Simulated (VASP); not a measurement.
# Ta (Fd-3m) in VASP: notebook

Ta is run at these levels: BLYP; tasks: single point.

Everything below comes from runs of VASP 6.6.1. Logs are shortened: lines on timing, memory, paths and dates and some standing lists are left out, and cuts for length are marked.

### Step 1. The cell of the first run

The structure is cubic, space group Fd-3m (No. 227). The conventional cell has a = 6.205 Å, b = 6.205 Å, c = 6.205 Å, α = 90.00°, β = 90.00°, γ = 90.00°. Ta (site symmetry -43m) has 4 Ta at 2.69 Å within 3.5 Å.

### Step 2. Single point, BLYP

Contents of INCAR:

```
PREC = Accurate
ENCUT = 520
EDIFF = 1E-6
ISMEAR = -1
SIGMA = 0.1
LREAL = False
LASPH = True
NELM = 60
ALGO = Normal
ISIF = 2
LWAVE = False
LCHARG = False
GGA = B5
ALDAX = 1.0
AGGAX = 1.0
AGGAC = 1.0
ALDAC = 0.0
NBANDS = 18
```

Contents of KPOINTS:

```
Automatic mesh
0
Gamma
  9 9 9
```

Contents of POSCAR:

```
Ta
1.0
    0.0000000000      3.1026957852      3.1026957852
    3.1026957852      0.0000000000      3.1026957852
    3.1026957852      3.1026957852      0.0000000000
Ta
2
Direct
    0.1250000000      0.1250000000      0.1250000000
    0.8750000000      0.8750000000      0.8750000000
```

Potentials or basis: VASP PAW PBE potentials, release 64 (Ta_pv).

Started as:

```console
cat potpaw_PBE.64/Ta_pv/POTCAR > POTCAR
mpirun -np 1 vasp_std > vasp.out
```

OUTCAR:

```text
PREC = Accurate
   ENCUT = 520
   EDIFF = 1E-6
   ISMEAR = -1
   LREAL = False
   LASPH = True
   NELM = 60
   ISIF = 2
   GGA = B5

 ion  position               nearest neighbor table
   1  0.125  0.125  0.125-   2 2.69   2 2.69   2 2.69   2 2.69
   2  0.875  0.875  0.875-   1 2.69   1 2.69   1 2.69   1 2.69

  LATTYP: Found a face centered cubic cell.
 ALAT       =     6.2053915704

  Lattice vectors:

 A1 = (   0.0000000000,   3.1026957852,   3.1026957852)
 A2 = (   3.1026957852,   0.0000000000,   3.1026957852)
 A3 = (   3.1026957852,   3.1026957852,   0.0000000000)

Analysis of symmetry for initial positions (statically):
=====================================================================
 Subroutine PRICEL returns:
 Original cell was already a primitive cell.

 Routine SETGRP: Setting up the symmetry group for a
 face centered cubic supercell.

 Subroutine GETGRP returns: Found 48 space group operations
 (whereof 12 operations were pure point group operations)
 out of a pool of 48 trial point group operations.

The static configuration has the point symmetry D_3d.
 The point group associated with its full space group is O_h .

Analysis of symmetry for dynamics (positions and initial velocities):
=====================================================================
 Subroutine PRICEL returns:
 Original cell was already a primitive cell.

 Routine SETGRP: Setting up the symmetry group for a
 face centered cubic supercell.

 Subroutine GETGRP returns: Found 48 space group operations
 (whereof 12 operations were pure point group operations)
 out of a pool of 48 trial point group operations.

The dynamic configuration has the point symmetry D_3d.
 The point group associated with its full space group is O_h .

 Subroutine INISYM returns: Found 48 space group operations
 (whereof 12 operations are pure point group operations),
 and found     1 'primitive' translations

----------------------------------------------------------------------------------------

                                     Primitive cell

  volume of cell :      59.7376

  direct lattice vectors                    reciprocal lattice vectors
     0.000000000  3.102695785  3.102695785    -0.161150185  0.161150185  0.161150185
     3.102695785  0.000000000  3.102695785     0.161150185 -0.161150185  0.161150185
     3.102695785  3.102695785  0.000000000     0.161150185  0.161150185 -0.161150185

  length of vectors
     4.387874459  4.387874459  4.387874459     0.279120308  0.279120308  0.279120308

  position of ions in fractional coordinates (direct lattice)
     0.125000000  0.125000000  0.125000000
     0.875000000  0.875000000  0.875000000

  ion indices of the primitive-cell ions
   primitive index   ion index
                 1           1
                 2           2

----------------------------------------------------------------------------------------

 KPOINTS: Automatic mesh

Automatic generation of k-mesh.
 Grid dimensions read from file:
 generate k-points for:    9    9    9

 Generating k-lattice:

  Cartesian coordinates                     Fractional coordinates (reciprocal lattice)
    -0.017905576  0.017905576  0.017905576     0.111111111  0.000000000  0.000000000
     0.017905576 -0.017905576  0.017905576     0.000000000  0.111111111  0.000000000
     0.017905576  0.017905576 -0.017905576     0.000000000  0.000000000  0.111111111

  Length of vectors
     0.031013368  0.031013368  0.031013368

  Shift w.r.t. Gamma in fractional coordinates (k-lattice)
     0.000000000  0.000000000  0.000000000

 Subroutine IBZKPT returns following result:
 ===========================================

 Found     35 irreducible k-points:

 Following reciprocal coordinates:
            Coordinates               Weight
  0.000000  0.000000  0.000000      1.000000
  0.111111  0.000000  0.000000      8.000000
  0.222222  0.000000  0.000000      8.000000
  0.333333  0.000000  0.000000      8.000000
  0.444444  0.000000  0.000000      8.000000
  0.111111  0.111111  0.000000      6.000000
[... 16 lines left out ...]
 -0.333333  0.333333  0.000000     12.000000
  0.444444  0.444444  0.000000      6.000000
 [... further k-points ...]
   k-points           NKPTS =     35   k-points in BZ     NKDIM =     35   number of bands    NBANDS=     18
   number of dos      NEDOS =    301   number of ions     NIONS =      2
   total plane-waves  NPLWV =  46656
   dimension x,y,z NGX =    36 NGY =   36 NGZ =   36
   dimension x,y,z NGXF=    72 NGYF=   72 NGZF=   72
   ions per type =               2
   NGX,Y,Z   is equivalent  to a cutoff of  13.64, 13.64, 13.64 a.u.
   NGXF,Y,Z  is equivalent  to a cutoff of  27.28, 27.28, 27.28 a.u.
 SYSTEM =  unknown system
   PREC   = accura    normal or accurate (medium, high low for compatibility)
   ISTART =      0    job   : 0-new  1-cont  2-samecut
   ICHARG =      2    charge: 1-file 2-atom 10-const
   ISPIN  =      1    spin polarized calculation?
   LNONCOLLINEAR =      F non collinear calculations
   LSORBIT =      F    spin-orbit coupling
   LASPH  =      T    aspherical Exc in radial PAW
   ENCUT  =  520.0 eV  38.22 Ry    6.18 a.u.   8.16  8.16  8.16*2*pi/ulx,y,z
   NELM   =     60;   NELMIN=  2; NELMDL= -5     # of ELM steps
   EDIFF  = 0.1E-05   stopping-criterion for ELM
   LREAL  =      F    real-space projection
   EDIFFG = 0.1E-04   stopping-criterion for IOM
   NSW    =      0    number of steps for IOM
   IBRION =     -1    ionic relax: 0-MD 1-quasi-New 2-CG
   NFREE  =      0    steps in history (QN), initial steepest desc. (CG)
   ISIF   =      2    stress and relaxation
   ISYM   =      2    0-nonsym 1-usesym 2-fastsym
   POTIM  = 0.5000    time-step for ionic-motion
   TEBEG  =    0.0;   TEEND  =   0.0 temperature during run
   PSTRESS=    0.0 pullay stress
   NELECT =      22.0000    total number of electrons
   NUPDOWN=      -1.0000    fix difference up-down
   EMIN   =  10.00;   EMAX   =-10.00  energy-range for DOS
   EFERMI =   0.00;   METHOD = LEGACY
   ISMEAR =    -1;   SIGMA  =   0.10  broadening in eV -4-tet -1-fermi 0-gaus
   EFERMI_NEDOS =   21; number of points for ismear=-14 and -15
   IALGO  =     38    algorithm
   IMIX   =      4    mixing-type and parameters
     AMIX     =   0.40;   BMIX     =  1.00
     AMIX_MAG =   1.60;   BMIX_MAG =  1.00
  volume/ion in A,a.u.               =      29.87       201.56
  Fermi-wavevector in a.u.,A,eV,Ry     =   1.173455  2.217509 18.735184  1.376997
  Thomas-Fermi vector in A             =   2.309868
   LORBIT       =      0    0 simple, 1 ext, 2 COOP (PROOUT), +10 PAW based schemes
   GGA     = B5    functional components
   LHFCALC =     F    Hartree Fock is set to
   AEXX    =    0.0000 exact exchange contribution
   IVDW    =     0    specifies the selected vdW correction
   LEPSILON=     F    determine dielectric tensor
   LRPA    =     F    only Hartree local field effects (RPA)
 non-spin polarized calculation
  energy-cutoff  :      520.00
  volume of cell :       59.74
 maximum number of plane-waves:      1639
 NGX is ok and might be reduce to    36
   NGX = 17   NGY = 17   NGZ = 17

 number of electron      21.9999999 magnetization

 Free energy of the ion-electron system (eV)
  ---------------------------------------------------
  ext. energy  EPLUGINS =         0.00000000
  ---------------------------------------------------
  free energy    TOTEN  =       -16.07902824 eV

  energy without entropy =      -15.94666713  energy(sigma->0) =      -16.01284769

 E-fermi :   2.2683     XC(G=0):  -9.1397

 val. band max:        2.2640244525   @ k =  -0.4444   0.3333   0.1111
 cond. band min:       2.2708742844   @ k =   0.3333   0.0000   0.0000
 fundamental gap:      0.0068498318
 Fermi energy:         2.2683124143

 k-point     1 :       0.0000    0.0000    0.0000
  band No.  band energies     occupation
      1     -31.7064      2.00000
      2     -31.7064      2.00000
      3     -31.7064      2.00000
      4     -30.9986      2.00000
      5     -30.9986      2.00000
      6     -30.9986      2.00000
[... 10 lines left out ...]
     17       7.6773      0.00000
     18      12.1599      0.00000

 k-point     2 :       0.1111    0.0000    0.0000
  band No.  band energies     occupation
      1     -31.7162      2.00000
      2     -31.7162      2.00000
      3     -31.7047      2.00000
      4     -31.0019      2.00000
      5     -30.9883      2.00000
      6     -30.9883      2.00000
[... 10 lines left out ...]
     17       7.6366      0.00000
     18      11.8733      0.00000

 k-point     3 :       0.2222    0.0000    0.0000
  band No.  band energies     occupation
      1     -31.7398      2.00000
      2     -31.7398      2.00000
      3     -31.7008      2.00000
      4     -31.0098      2.00000
      5     -30.9633      2.00000
      6     -30.9633      2.00000
[... 10 lines left out ...]
     17       7.4899      0.00000
     18      10.3752      0.00000

 k-point     4 :       0.3333    0.0000    0.0000
  band No.  band energies     occupation
      1     -31.7649      2.00000
      2     -31.7649      2.00000
      3     -31.6967      2.00000
      4     -31.0182      2.00000
      5     -30.9367      2.00000
      6     -30.9367      2.00000
[... 375 lines left out ...]
      4     -31.2648      2.00000
      5     -30.8589      2.00000
      6     -30.8319      2.00000
[... 10 lines left out ...]
     17       6.9068      0.00000
     18       7.4550      0.00000

 k-point    23 :      -0.3333    0.3333    0.0000
  band No.  band energies     occupation
      1     -31.8727      2.00000
      2     -31.8208      2.00000
      3     -31.4977      2.00000
      4     -31.2220      2.00000
      5     -30.8772      2.00000
      6     -30.8293      2.00000
[... 10 lines left out ...]
     17       7.4199      0.00000
     18       7.5446      0.00000

 k-point    24 :       0.4444    0.4444    0.0000
  band No.  band energies     occupation
      1     -31.8552      2.00000
      2     -31.8552      2.00000
      3     -31.4250      2.00000
      4     -31.3030      2.00000
      5     -30.8407      2.00000
      6     -30.8407      2.00000
[... 10 lines left out ...]
     17       7.5461      0.00000
     18       7.5478      0.00000

 [... further k-points ...]
[... 5 lines left out ...]
  --------------------------------------------------------------------------------------
  -------------------------------------------------------------------------------------
  Total        0.1056308      0.1056308      0.1056308      0.0000000      0.0000000      0.0000000
  in kB        2.8330460      2.8330460      2.8330460      0.0000000      0.0000000      0.0000000
  external PRESSURE =       2.8330460 kB  Pullay stress =       0.0000000 kB

 VOLUME and BASIS-vectors are now :
 -----------------------------------------------------------------------------
  energy-cutoff  :      520.00
  volume of cell :       59.74
      direct lattice vectors                 reciprocal lattice vectors
     0.000000000  3.102695785  3.102695785    -0.161150185  0.161150185  0.161150185
     3.102695785  0.000000000  3.102695785     0.161150185 -0.161150185  0.161150185
     3.102695785  3.102695785  0.000000000     0.161150185  0.161150185 -0.161150185

 POSITION                                       TOTAL-FORCE (eV/Angst)
 -----------------------------------------------------------------------------------
      0.77567      0.77567      0.77567         0.000000     -0.000000      0.000000
      5.42972      5.42972      5.42972        -0.000000      0.000000     -0.000000
 -----------------------------------------------------------------------------------
    total drift:                                0.000000      0.000000      0.000000

  FREE ENERGIE OF THE ION-ELECTRON SYSTEM (eV)
  ---------------------------------------------------
  free  energy   TOTEN  =       -16.0790282380 eV

  energy  without entropy=      -15.9466671322  energy(sigma->0) =      -16.01284769
```

It took 20 s on 1 thread of Intel Xeon 6975P-C (Granite Rapids), shared host; peak memory 0.2 GiB.

What came out:

```yaml
Free_energy: -16.0790 eV
Pressure: 0.3 GPa
Band_gap_on_the_k_mesh: zero (band 11 reaches 2.64 eV, above the bottom of band 12 at 1.98 eV)
```

Caveat: the PAW data sets were made with another functional, which shifts forces and pressure a little; spin-orbit coupling is left out, which moves the levels of the heavy elements.

[end of part 1 of 2]
